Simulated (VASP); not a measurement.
# ZnAu (P4/mmm) in VASP: notebook

ZnAu is run at these levels: PBE; tasks: single point.

Everything below comes from runs of VASP 6.6.1. Logs are shortened: lines on timing, memory, paths and dates and some standing lists are left out, and cuts for length are marked.

## 1. The cell of the first run

The structure is tetragonal, space group P4/mmm (No. 123). Conventional cell: a = 2.911 Å, b = 2.911 Å, c = 3.147 Å, α = 90.00°, β = 90.00°, γ = 90.00°. Zn (site symmetry 4/mmm) has 8 Au at 2.59 Å and 6 Zn at 2.91 to 3.15 Å within 3.4 Å. Au (site symmetry 4/mmm) has 8 Zn at 2.59 Å and 6 Au at 2.91 to 3.15 Å within 3.4 Å.

## 2. Single point, PBE (strain -0.0750 x Voigt [1, 1, 0, 0, 0, 0])

INCAR reads:

```
SYSTEM = ZnAu
ALGO     = Fast           ! electronic algorithm
EDIFF    = 1E-6           ! SCF threshold, eV
ENCUT    = 520            ! plane-wave cutoff, eV
GGA      = PE             ! functional
ISIF     = 2              ! what is computed and relaxed
ISMEAR   = 0              ! smearing method
LASPH    = .TRUE.         ! aspherical terms in the spheres
LCHARG   = .TRUE.         ! write CHGCAR
LELF     = .TRUE.         ! ELF
LREAL    = .FALSE.        ! projectors in reciprocal space
LVHAR    = .TRUE.       
LWAVE    = .FALSE.        ! write WAVECAR
NBANDS   = 18             ! bands
NELM     = 80             ! most SCF steps
PREC     = Accurate       ! precision mode
SIGMA    = 0.15           ! smearing width, eV
```

KPOINTS reads:

```
k-points
0
G
  16 16 16
  0 0 0
```

POSCAR reads:

```
ZnAu
1.0
    2.9109750000      0.0000000000      0.0000000000
    0.0000000000      2.9109750000      0.0000000000
    0.0000000000      0.0000000000      3.1470000000
Zn Au
1 1
Direct
    0.5000000000      0.5000000000      0.5000000000
    0.0000000000      0.0000000000      0.0000000000
```

Potentials or basis: VASP PAW PBE potentials, release 64 (Zn, Au).

Command:

```sh
cat potpaw_PBE.64/Zn/POTCAR potpaw_PBE.64/Au/POTCAR > POTCAR
mpirun -np 1 vasp_std > vasp.out
```

OUTCAR:

```text
SYSTEM = ZnAu
   EDIFF = 1E-6
   ENCUT = 520
   GGA = PE
   ISIF = 2
   ISMEAR = 0
   LASPH = .TRUE.
   LREAL = .FALSE.
   NELM = 80
   PREC = Accurate

 ion  position               nearest neighbor table
   1  0.500  0.500  0.500-   2 2.59   2 2.59   2 2.59   2 2.59   2 2.59   2 2.59   2 2.59   2 2.59

   2  0.000  0.000  0.000-   1 2.59   1 2.59   1 2.59   1 2.59   1 2.59   1 2.59   1 2.59   1 2.59

  LATTYP: Found a simple tetragonal cell.
 ALAT       =     2.9109750000
 C/A-ratio  =     1.0810810811

  Lattice vectors:

 A1 = (   2.9109750000,   0.0000000000,   0.0000000000)
 A2 = (   0.0000000000,   2.9109750000,   0.0000000000)
 A3 = (   0.0000000000,   0.0000000000,   3.1470000000)

Analysis of symmetry for initial positions (statically):
=====================================================================
 Subroutine PRICEL returns:
 Original cell was already a primitive cell.

 Routine SETGRP: Setting up the symmetry group for a
 simple tetragonal supercell.

 Subroutine GETGRP returns: Found 16 space group operations
 (whereof 16 operations were pure point group operations)
 out of a pool of 16 trial point group operations.

The static configuration has the point symmetry D_4h.

Analysis of symmetry for dynamics (positions and initial velocities):
=====================================================================
 Subroutine PRICEL returns:
 Original cell was already a primitive cell.

 Routine SETGRP: Setting up the symmetry group for a
 simple tetragonal supercell.

 Subroutine GETGRP returns: Found 16 space group operations
 (whereof 16 operations were pure point group operations)
 out of a pool of 16 trial point group operations.

The dynamic configuration has the point symmetry D_4h.

 Subroutine INISYM returns: Found 16 space group operations
 (whereof 16 operations are pure point group operations),
 and found     1 'primitive' translations

----------------------------------------------------------------------------------------

                                     Primitive cell

  volume of cell :      26.6670

  direct lattice vectors                    reciprocal lattice vectors
     2.910975000  0.000000000  0.000000000     0.343527512  0.000000000  0.000000000
     0.000000000  2.910975000  0.000000000     0.000000000  0.343527512  0.000000000
     0.000000000  0.000000000  3.147000000     0.000000000  0.000000000  0.317762949

  length of vectors
     2.910975000  2.910975000  3.147000000     0.343527512  0.343527512  0.317762949

  position of ions in fractional coordinates (direct lattice)
     0.500000000  0.500000000  0.500000000
     0.000000000  0.000000000  0.000000000

  ion indices of the primitive-cell ions
   primitive index   ion index
                 1           1
                 2           2

----------------------------------------------------------------------------------------

 KPOINTS: k-points

Automatic generation of k-mesh.
 Grid dimensions read from file:
 generate k-points for:   16   16   16

 Generating k-lattice:

  Cartesian coordinates                     Fractional coordinates (reciprocal lattice)
     0.021470470  0.000000000  0.000000000     0.062500000  0.000000000  0.000000000
     0.000000000  0.021470470  0.000000000     0.000000000  0.062500000  0.000000000
     0.000000000  0.000000000  0.019860184     0.000000000  0.000000000  0.062500000

  Length of vectors
     0.021470470  0.021470470  0.019860184

  Shift w.r.t. Gamma in fractional coordinates (k-lattice)
     0.000000000  0.000000000  0.000000000

 Subroutine IBZKPT returns following result:
 ===========================================

 Found    405 irreducible k-points:

 Following reciprocal coordinates:
            Coordinates               Weight
  0.000000  0.000000  0.000000      1.000000
  0.062500  0.000000  0.000000      4.000000
  0.125000  0.000000  0.000000      4.000000
  0.187500  0.000000  0.000000      4.000000
  0.250000  0.000000  0.000000      4.000000
  0.312500  0.000000  0.000000      4.000000
[... 16 lines left out ...]
  0.437500  0.125000  0.000000      8.000000
  0.500000  0.125000  0.000000      4.000000
 [... further k-points ...]
   k-points           NKPTS =    405   k-points in BZ     NKDIM =    405   number of bands    NBANDS=     18
   number of dos      NEDOS =    301   number of ions     NIONS =      2
   total plane-waves  NPLWV =  13824
   dimension x,y,z NGX =    24 NGY =   24 NGZ =   24
   dimension x,y,z NGXF=    48 NGYF=   48 NGZF=   48
   ions per type =               1   1
   NGX,Y,Z   is equivalent  to a cutoff of  13.71, 13.71, 12.68 a.u.
   NGXF,Y,Z  is equivalent  to a cutoff of  27.41, 27.41, 25.36 a.u.
 SYSTEM =  ZnAu
   PREC   = accura    normal or accurate (medium, high low for compatibility)
   ISTART =      0    job   : 0-new  1-cont  2-samecut
   ICHARG =      2    charge: 1-file 2-atom 10-const
   ISPIN  =      1    spin polarized calculation?
   LNONCOLLINEAR =      F non collinear calculations
   LSORBIT =      F    spin-orbit coupling
   LASPH  =      T    aspherical Exc in radial PAW
   ENCUT  =  520.0 eV  38.22 Ry    6.18 a.u.   5.41  5.41  5.85*2*pi/ulx,y,z
   NELM   =     80;   NELMIN=  2; NELMDL= -5     # of ELM steps
   EDIFF  = 0.1E-05   stopping-criterion for ELM
   LREAL  =      F    real-space projection
   EDIFFG = 0.1E-04   stopping-criterion for IOM
   NSW    =      0    number of steps for IOM
   IBRION =     -1    ionic relax: 0-MD 1-quasi-New 2-CG
   NFREE  =      0    steps in history (QN), initial steepest desc. (CG)
   ISIF   =      2    stress and relaxation
   ISYM   =      2    0-nonsym 1-usesym 2-fastsym
   POTIM  = 0.5000    time-step for ionic-motion
   TEBEG  =    0.0;   TEEND  =   0.0 temperature during run
   PSTRESS=    0.0 pullay stress
   NELECT =      23.0000    total number of electrons
   NUPDOWN=      -1.0000    fix difference up-down
   EMIN   =  10.00;   EMAX   =-10.00  energy-range for DOS
   EFERMI =   0.00;   METHOD = LEGACY
   ISMEAR =     0;   SIGMA  =   0.15  broadening in eV -4-tet -1-fermi 0-gaus
   EFERMI_NEDOS =   21; number of points for ismear=-14 and -15
   IALGO  =     68    algorithm
   IMIX   =      4    mixing-type and parameters
     AMIX     =   0.40;   BMIX     =  1.00
     AMIX_MAG =   1.60;   BMIX_MAG =  1.00
  volume/ion in A,a.u.               =      13.33        89.98
  Fermi-wavevector in a.u.,A,eV,Ry     =   1.558330  2.944817 33.040302  2.428394
  Thomas-Fermi vector in A             =   2.661851
   LORBIT       =      0    0 simple, 1 ext, 2 COOP (PROOUT), +10 PAW based schemes
   GGA     = PE    functional components
   LHFCALC =     F    Hartree Fock is set to
   AEXX    =    0.0000 exact exchange contribution
   IVDW    =     0    specifies the selected vdW correction
   LEPSILON=     F    determine dielectric tensor
   LRPA    =     F    only Hartree local field effects (RPA)
 non-spin polarized calculation
 RMM-DIIS sequential band-by-band and
 Gauss-broadening in eV      SIGMA  =   0.15
  energy-cutoff  :      520.00
  volume of cell :       26.67
 maximum number of plane-waves:       737
 NGX is ok and might be reduce to    24
   NGX = 11   NGY = 11   NGZ = 11

 number of electron      22.9999993 magnetization

 Free energy of the ion-electron system (eV)
  ---------------------------------------------------
  ext. energy  EPLUGINS =         0.00000000
  ---------------------------------------------------
  free energy    TOTEN  =        -4.18343394 eV

  energy without entropy =       -4.17883518  energy(sigma->0) =       -4.18113456

 E-fermi :   9.3081     XC(G=0): -13.2918

 val. band max:        9.3021041986   @ k =   0.3750   0.1250   0.2500
 cond. band min:       9.3095670746   @ k =   0.4375   0.3750   0.1875
 fundamental gap:      0.0074628761
 Fermi energy:         9.3081197385

 k-point     1 :       0.0000    0.0000    0.0000
  band No.  band energies     occupation
      1      -2.9893      2.00000
      2       0.0780      2.00000
      3       0.1288      2.00000
      4       1.2098      2.00000
      5       1.2098      2.00000
      6       1.3966      2.00000
[... 10 lines left out ...]
     17      23.0146      0.00000
     18      27.0866      0.00000

 k-point     2 :       0.0625    0.0000    0.0000
  band No.  band energies     occupation
      1      -2.9055      2.00000
      2       0.1078      2.00000
      3       0.1604      2.00000
      4       1.2075      2.00000
      5       1.2205      2.00000
      6       1.3930      2.00000
[... 10 lines left out ...]
     17      23.4564      0.00000
     18      27.1333      0.00000

 k-point     3 :       0.1250    0.0000    0.0000
  band No.  band energies     occupation
      1      -2.6578      2.00000
      2       0.1895      2.00000
      3       0.2549      2.00000
      4       1.2015      2.00000
      5       1.2515      2.00000
      6       1.3832      2.00000
[... 10 lines left out ...]
     17      24.9250      0.00000
     18      27.1911      0.00000

 k-point     4 :       0.1875    0.0000    0.0000
  band No.  band energies     occupation
      1      -2.2578      2.00000
      2       0.3120      2.00000
      3       0.4002      2.00000
      4       1.1947      2.00000
      5       1.2987      2.00000
      6       1.3697      2.00000
[... 10 lines left out ...]
     17      26.9367      0.00000
     18      26.9632      0.00000

 k-point     5 :       0.2500    0.0000    0.0000
  band No.  band energies     occupation
      1      -1.7259      2.00000
      2       0.4661      2.00000
      3       0.5691      2.00000
      4       1.1908      2.00000
      5       1.3558      2.00000
      6       1.3562      2.00000
[... 10 lines left out ...]
     17      26.1281      0.00000
     18      27.3897      0.00000

 k-point     6 :       0.3125    0.0000    0.0000
  band No.  band energies     occupation
      1      -1.0959      2.00000
      2       0.6353      2.00000
      3       0.7310      2.00000
      4       1.1924      2.00000
      5       1.3445      2.00000
      6       1.4156      2.00000
[... 10 lines left out ...]
     17      24.8574      0.00000
     18      25.8679      0.00000

 k-point     7 :       0.3750    0.0000    0.0000
  band No.  band energies     occupation
      1      -0.4251      2.00000
      2       0.7825      2.00000
      3       0.8653      2.00000
      4       1.1994      2.00000
      5       1.3373      2.00000
      6       1.4677      2.00000
[... 10 lines left out ...]
     17      23.4314      0.00000
     18      24.3743      0.00000

 k-point     8 :       0.4375    0.0000    0.0000
  band No.  band energies     occupation
      1       0.1834      2.00000
      2       0.8280      2.00000
      3       0.9738      2.00000
      4       1.2078      2.00000
      5       1.3339      2.00000
      6       1.5034      2.00000
[... 10 lines left out ...]
     17      21.9987      0.00000
     18      23.1876      0.00000
[... 229 lines left out ...]
     17      26.3246      0.00000
     18      27.3794      0.00000

 k-point    20 :       0.2500    0.1250    0.0000
  band No.  band energies     occupation
      1      -1.4429      2.00000
      2       0.5306      2.00000
      3       0.6694      2.00000
      4       1.0530      2.00000
      5       1.3456      2.00000
      6       1.4010      2.00000
[... 10 lines left out ...]
     17      25.4306      0.00000
     18      26.3194      0.00000

 k-point    21 :       0.3125    0.1250    0.0000
  band No.  band energies     occupation
      1      -0.8571      2.00000
      2       0.6638      2.00000
      3       0.8172      2.00000
      4       1.0466      2.00000
      5       1.3574      2.00000
      6       1.3946      2.00000
[... 10 lines left out ...]
     17      24.0833      0.00000
     18      24.9081      0.00000

 k-point    22 :       0.3750    0.1250    0.0000
  band No.  band energies     occupation
      1      -0.2599      2.00000
      2       0.7657      2.00000
      3       0.9299      2.00000
      4       1.0603      2.00000
      5       1.3603      2.00000
      6       1.4098      2.00000
[... 10 lines left out ...]
     17      23.4546      0.00000
     18      24.0001      0.00000

 k-point    23 :       0.4375    0.1250    0.0000
  band No.  band energies     occupation
      1       0.2424      2.00000
      2       0.7776      2.00000
      3       1.0060      2.00000
      4       1.0884      2.00000
      5       1.3120      2.00000
      6       1.5130      2.00000
[... 10 lines left out ...]
     17      22.0236      0.00000
     18      24.1719      0.00000

 k-point    24 :       0.5000    0.1250    0.0000
  band No.  band energies     occupation
      1       0.4902      2.00000
      2       0.7157      2.00000
      3       1.0362      2.00000
      4       1.1066      2.00000
      5       1.2853      2.00000
      6       1.5827      2.00000
[... 10 lines left out ...]
     17      20.7187      0.00000
     18      24.3020      0.00000

 [... further k-points ...]
[... 5 lines left out ...]
  --------------------------------------------------------------------------------------
  -------------------------------------------------------------------------------------
  Total        6.5548723      6.5548723      6.3060101      0.0000000      0.0000000      0.0000000
  in kB      393.8230403    393.8230403    378.8711604      0.0000000      0.0000000      0.0000000
  external PRESSURE =     388.8390803 kB  Pullay stress =       0.0000000 kB

 VOLUME and BASIS-vectors are now :
 -----------------------------------------------------------------------------
  energy-cutoff  :      520.00
  volume of cell :       26.67
      direct lattice vectors                 reciprocal lattice vectors
     2.910975000  0.000000000  0.000000000     0.343527512  0.000000000  0.000000000
     0.000000000  2.910975000  0.000000000     0.000000000  0.343527512  0.000000000
     0.000000000  0.000000000  3.147000000     0.000000000  0.000000000  0.317762949

 POSITION                                       TOTAL-FORCE (eV/Angst)
 -----------------------------------------------------------------------------------
      1.45549      1.45549      1.57350         0.000000      0.000000      0.000000
      0.00000      0.00000      0.00000         0.000000      0.000000      0.000000
 -----------------------------------------------------------------------------------
    total drift:                                0.000000      0.000000     -0.000000

  FREE ENERGIE OF THE ION-ELECTRON SYSTEM (eV)
  ---------------------------------------------------
  free  energy   TOTEN  =        -4.1834339387 eV

  energy  without entropy=       -4.1788351796  energy(sigma->0) =       -4.18113456
```

Wall time 74 s (1 thread of Intel Xeon Platinum 8375C at 2.90GHz (Ice Lake), shared host); peak memory 0.31 GiB.

What came out:

```
Free energy : -4.1834 eV
Pressure    : 38.9 GPa
```

Caveat: the cell differs from its parent crystal (strain -0.0750 x Voigt [1, 1, 0, 0, 0, 0]); spin-orbit coupling is left out, which moves the levels of the heavy elements.

## 3. Single point, PBE (strain -0.0375 x Voigt [1, 1, 0, 0, 0, 0])

INCAR reads:

```
PREC = Accurate ; ENCUT = 520
EDIFF = 1E-6 ; ISMEAR = 0
SIGMA = 0.15 ; LREAL = F
LASPH = T ; NELM = 60
ALGO = Fast ; ISIF = 2
LWAVE = F ; LCHARG = T
GGA = PE ; LELF = T
LVHAR = T ; NBANDS = 18
```

KPOINTS reads:

```
Automatic mesh
0
Gamma
  16 16 16
```

POSCAR reads:

```
ZnAu
1.0
    3.0289875000      0.0000000000      0.0000000000
    0.0000000000      3.0289875000      0.0000000000
    0.0000000000      0.0000000000      3.1470000000
Zn Au
1 1
Direct
    0.5000000000      0.5000000000      0.5000000000
    0.0000000000      0.0000000000      0.0000000000
```

Potentials or basis: VASP PAW PBE potentials, release 64 (Zn, Au).

Command:

```sh
cat potpaw_PBE.64/Zn/POTCAR potpaw_PBE.64/Au/POTCAR > POTCAR
mpirun -np 1 vasp_std > vasp.out
```

Run time: 74 s. Hardware: 1 thread of Intel Xeon Platinum 8375C at 2.90GHz (Ice Lake), shared host; peak memory 0.32 GiB.

It converged, with:

```yaml
Free_energy: -4.5728 eV
Pressure: 18.4 GPa
```

Stress tensor (GPa, compression positive):
```
18.68  0.00  0.00
 0.00 18.68  0.00
 0.00  0.00 17.79
```

Levels at points of the mesh, in eV from the Fermi level:
```csv
k point,band 9,band 10,band 11,band 12,band 13,band 14,band 15,band 16
"(0.00, 0.00, 0.00)",-3.92,-3.92,-3.84,4.30,5.49,5.49,9.69,12.58
"(0.50, 0.00, 0.00)",-5.48,-5.22,-4.14,-2.23,10.28,10.94,11.42,12.04
"(0.50, 0.50, 0.00)",-4.32,-3.15,-2.17,-2.17,1.44,3.16,10.23,12.47
"(0.00, 0.00, 0.50)",-5.17,-5.17,-4.03,-2.78,10.70,11.80,11.80,11.98
"(0.50, 0.00, 0.50)",-4.18,-3.34,-2.44,-2.36,0.98,2.85,11.12,13.17
"(0.50, 0.50, 0.50)",-3.32,-3.10,1.62,3.79,3.79,3.92,4.12,6.12
```

Caveat: the cell differs from its parent crystal (strain -0.0375 x Voigt [1, 1, 0, 0, 0, 0]); spin-orbit coupling is left out, which moves the levels of the heavy elements.
